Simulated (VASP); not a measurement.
# Ni (Fm-3m) in VASP: further runs, part 2 of 3

VASP 6.6.1. Earlier steps stand in the parts before.

**3. Single point, PBE (volume scaled by 0.96)**

The input, INCAR:

```
SYSTEM = Ni
  PREC = Accurate
  ENCUT = 520
  EDIFF = 1E-6
  ISMEAR = -1
  SIGMA = 0.1
  LREAL = .FALSE.
  LASPH = .TRUE.
  NELM = 100
  ALGO = Normal
  ISIF = 2
  LWAVE = .FALSE.
  LCHARG = .FALSE.
  GGA = PE
  NBANDS = 11
```

The input, KPOINTS:

```
regular mesh
0
G
  25 25 25
  0 0 0
```

The input, POSCAR:

```
Ni
1.0
    0.0000000000      1.7334971716      1.7334971716
    1.7334971716      0.0000000000      1.7334971716
    1.7334971716      1.7334971716      0.0000000000
Ni
1
Direct
    0.0000000000      0.0000000000      0.0000000000
```

Potentials or basis: VASP PAW PBE potentials, release 64 (Ni).

On the command line:

```console
> cat potpaw_PBE.64/Ni/POTCAR > POTCAR
> mpirun -np 1 vasp_std > vasp.out
```

OUTCAR:

```text
SYSTEM = Ni
   PREC = Accurate
   ENCUT = 520
   EDIFF = 1E-6
   ISMEAR = -1
   LREAL = .FALSE.
   LASPH = .TRUE.
   NELM = 100
   ISIF = 2
   GGA = PE

 ion  position               nearest neighbor table
   1  0.000  0.000  0.000-

  LATTYP: Found a face centered cubic cell.
 ALAT       =     3.4669943432

  Lattice vectors:

 A1 = (   0.0000000000,   1.7334971716,   1.7334971716)
 A2 = (   1.7334971716,   0.0000000000,   1.7334971716)
 A3 = (   1.7334971716,   1.7334971716,   0.0000000000)

Analysis of symmetry for initial positions (statically):
=====================================================================
 Subroutine PRICEL returns:
 Original cell was already a primitive cell.

 Routine SETGRP: Setting up the symmetry group for a
 face centered cubic supercell.

 Subroutine GETGRP returns: Found 48 space group operations
 (whereof 48 operations were pure point group operations)
 out of a pool of 48 trial point group operations.

The static configuration has the point symmetry O_h .

Analysis of symmetry for dynamics (positions and initial velocities):
=====================================================================
 Subroutine PRICEL returns:
 Original cell was already a primitive cell.

 Routine SETGRP: Setting up the symmetry group for a
 face centered cubic supercell.

 Subroutine GETGRP returns: Found 48 space group operations
 (whereof 48 operations were pure point group operations)
 out of a pool of 48 trial point group operations.

The dynamic configuration has the point symmetry O_h .

 Subroutine INISYM returns: Found 48 space group operations
 (whereof 48 operations are pure point group operations),
 and found     1 'primitive' translations

----------------------------------------------------------------------------------------

                                     Primitive cell

  volume of cell :      10.4184

  direct lattice vectors                    reciprocal lattice vectors
     0.000000000  1.733497172  1.733497172    -0.288434275  0.288434275  0.288434275
     1.733497172  0.000000000  1.733497172     0.288434275 -0.288434275  0.288434275
     1.733497172  1.733497172  0.000000000     0.288434275  0.288434275 -0.288434275

  length of vectors
     2.451535210  2.451535210  2.451535210     0.499582819  0.499582819  0.499582819

  position of ions in fractional coordinates (direct lattice)
     0.000000000  0.000000000  0.000000000

  ion indices of the primitive-cell ions
   primitive index   ion index
                 1           1

----------------------------------------------------------------------------------------

 KPOINTS: regular mesh

Automatic generation of k-mesh.
 Grid dimensions read from file:
 generate k-points for:   25   25   25

 Generating k-lattice:

  Cartesian coordinates                     Fractional coordinates (reciprocal lattice)
    -0.011537371  0.011537371  0.011537371     0.040000000  0.000000000  0.000000000
     0.011537371 -0.011537371  0.011537371     0.000000000  0.040000000  0.000000000
     0.011537371  0.011537371 -0.011537371     0.000000000  0.000000000  0.040000000

  Length of vectors
     0.019983313  0.019983313  0.019983313

  Shift w.r.t. Gamma in fractional coordinates (k-lattice)
     0.000000000  0.000000000  0.000000000

 Subroutine IBZKPT returns following result:
 ===========================================

 Found    455 irreducible k-points:

 Following reciprocal coordinates:
            Coordinates               Weight
  0.000000  0.000000  0.000000      1.000000
  0.040000  0.000000  0.000000      8.000000
  0.080000  0.000000  0.000000      8.000000
  0.120000  0.000000  0.000000      8.000000
  0.160000  0.000000  0.000000      8.000000
  0.200000  0.000000  0.000000      8.000000
[... 16 lines left out ...]
  0.400000  0.040000  0.000000     24.000000
  0.440000  0.040000  0.000000     24.000000
 [... further k-points ...]
   k-points           NKPTS =    455   k-points in BZ     NKDIM =    455   number of bands    NBANDS=     11
   number of dos      NEDOS =    301   number of ions     NIONS =      1
   total plane-waves  NPLWV =   5832
   dimension x,y,z NGX =    18 NGY =   18 NGZ =   18
   dimension x,y,z NGXF=    36 NGYF=   36 NGZF=   36
   ions per type =               1
   NGX,Y,Z   is equivalent  to a cutoff of  12.21, 12.21, 12.21 a.u.
   NGXF,Y,Z  is equivalent  to a cutoff of  24.41, 24.41, 24.41 a.u.
 SYSTEM =  Ni
   PREC   = accura    normal or accurate (medium, high low for compatibility)
   ISTART =      0    job   : 0-new  1-cont  2-samecut
   ICHARG =      2    charge: 1-file 2-atom 10-const
   ISPIN  =      1    spin polarized calculation?
   LNONCOLLINEAR =      F non collinear calculations
   LSORBIT =      F    spin-orbit coupling
   LASPH  =      T    aspherical Exc in radial PAW
   ENCUT  =  520.0 eV  38.22 Ry    6.18 a.u.   4.56  4.56  4.56*2*pi/ulx,y,z
   NELM   =    100;   NELMIN=  2; NELMDL= -5     # of ELM steps
   EDIFF  = 0.1E-05   stopping-criterion for ELM
   LREAL  =      F    real-space projection
   EDIFFG = 0.1E-04   stopping-criterion for IOM
   NSW    =      0    number of steps for IOM
   IBRION =     -1    ionic relax: 0-MD 1-quasi-New 2-CG
   NFREE  =      0    steps in history (QN), initial steepest desc. (CG)
   ISIF   =      2    stress and relaxation
   ISYM   =      2    0-nonsym 1-usesym 2-fastsym
   POTIM  = 0.5000    time-step for ionic-motion
   TEBEG  =    0.0;   TEEND  =   0.0 temperature during run
   PSTRESS=    0.0 pullay stress
   NELECT =      10.0000    total number of electrons
   NUPDOWN=      -1.0000    fix difference up-down
   EMIN   =  10.00;   EMAX   =-10.00  energy-range for DOS
   EFERMI =   0.00;   METHOD = LEGACY
   ISMEAR =    -1;   SIGMA  =   0.10  broadening in eV -4-tet -1-fermi 0-gaus
   EFERMI_NEDOS =   21; number of points for ismear=-14 and -15
   IALGO  =     38    algorithm
   IMIX   =      4    mixing-type and parameters
     AMIX     =   0.40;   BMIX     =  1.00
     AMIX_MAG =   1.60;   BMIX_MAG =  1.00
  volume/ion in A,a.u.               =      10.42        70.31
  Fermi-wavevector in a.u.,A,eV,Ry     =   1.614885  3.051691 35.482017  2.607855
  Thomas-Fermi vector in A             =   2.709722
   LORBIT       =      0    0 simple, 1 ext, 2 COOP (PROOUT), +10 PAW based schemes
   GGA     = PE    functional components
   LHFCALC =     F    Hartree Fock is set to
   AEXX    =    0.0000 exact exchange contribution
   IVDW    =     0    specifies the selected vdW correction
   LEPSILON=     F    determine dielectric tensor
   LRPA    =     F    only Hartree local field effects (RPA)
 non-spin polarized calculation
  energy-cutoff  :      520.00
  volume of cell :       10.42
 maximum number of plane-waves:       295
   NGX =  9   NGY =  9   NGZ =  9

 number of electron      10.0000000 magnetization

 number of electron       9.9999995 magnetization

 Free energy of the ion-electron system (eV)
  ---------------------------------------------------
  ext. energy  EPLUGINS =         0.00000000
  ---------------------------------------------------
  free energy    TOTEN  =        -5.45372122 eV

  energy without entropy =       -5.36883668  energy(sigma->0) =       -5.41127895

 E-fermi :   9.8450     XC(G=0): -13.5122

 val. band max:        9.8428029323   @ k =   0.4000   0.0800   0.0400
 cond. band min:       9.8457744279   @ k =  -0.4400   0.3600   0.0800
 fundamental gap:      0.0029714956
 Fermi energy:         9.8450079452

 k-point     1 :       0.0000    0.0000    0.0000
  band No.  band energies     occupation
      1       0.6717      2.00000
      2       7.8518      2.00000
      3       7.8518      2.00000
      4       7.8518      2.00000
      5       9.0202      1.99948
      6       9.0202      1.99948
      7      34.0183      0.00000
      8      38.2865      0.00000
      9      38.2865      0.00000
     10      38.2865      0.00000
     11      41.4493      0.00000

 k-point     2 :       0.0400    0.0000    0.0000
  band No.  band energies     occupation
      1       0.7366      2.00000
      2       7.8330      2.00000
      3       7.8673      2.00000
      4       7.8673      2.00000
      5       9.0132      1.99951
      6       9.0132      1.99951
      7      33.8693      0.00000
      8      37.2766      0.00000
      9      38.1376      0.00000
     10      38.1376      0.00000
     11      41.6689      0.00000
[... 295 lines left out ...]
 k-point    24 :       0.4400    0.0400    0.0000
  band No.  band energies     occupation
      1       5.0748      2.00000
      2       7.7985      2.00000
      3       7.8642      2.00000
      4       8.6820      1.99998
      5       9.7652      1.37914
      6       9.9397      0.55887
      7      17.4427      0.00000
      8      32.4177      0.00000
      9      34.5099      0.00000
     10      35.5398      0.00000
     11      38.8634      0.00000

 [... further k-points ...]
[... 5 lines left out ...]
  --------------------------------------------------------------------------------------
  -------------------------------------------------------------------------------------
  Total        0.5860304      0.5860304      0.5860304      0.0000000      0.0000000     -0.0000000
  in kB       90.1220983     90.1220983     90.1220983      0.0000000      0.0000000     -0.0000000
  external PRESSURE =      90.1220983 kB  Pullay stress =       0.0000000 kB

 VOLUME and BASIS-vectors are now :
 -----------------------------------------------------------------------------
  energy-cutoff  :      520.00
  volume of cell :       10.42
      direct lattice vectors                 reciprocal lattice vectors
     0.000000000  1.733497172  1.733497172    -0.288434275  0.288434275  0.288434275
     1.733497172  0.000000000  1.733497172     0.288434275 -0.288434275  0.288434275
     1.733497172  1.733497172  0.000000000     0.288434275  0.288434275 -0.288434275

 POSITION                                       TOTAL-FORCE (eV/Angst)
 -----------------------------------------------------------------------------------
      0.00000      0.00000      0.00000         0.000000      0.000000      0.000000
 -----------------------------------------------------------------------------------
    total drift:                                0.000000     -0.000000     -0.000000

  FREE ENERGIE OF THE ION-ELECTRON SYSTEM (eV)
  ---------------------------------------------------
  free  energy   TOTEN  =        -5.4537212170 eV

  energy  without entropy=       -5.3688366803  energy(sigma->0) =       -5.41127895
```

Run time: 17 s. Hardware: 1 thread of Intel Xeon 6975P-C (Granite Rapids), shared host; peak memory 0.16 GiB.

Results:

```yaml
Free_energy: -5.4537 eV
Pressure: 9.0 GPa
Band_gap_on_the_k_mesh: zero (band 5 reaches 10.00 eV, above the bottom of band 6 at 8.97 eV)
```

Caveat: the run has no spin polarisation, though such a crystal can be magnetic. Spin polarisation is off, so any magnetic state and its effect on volume and gap are missing.

(Part 2 of 3 ends here.)
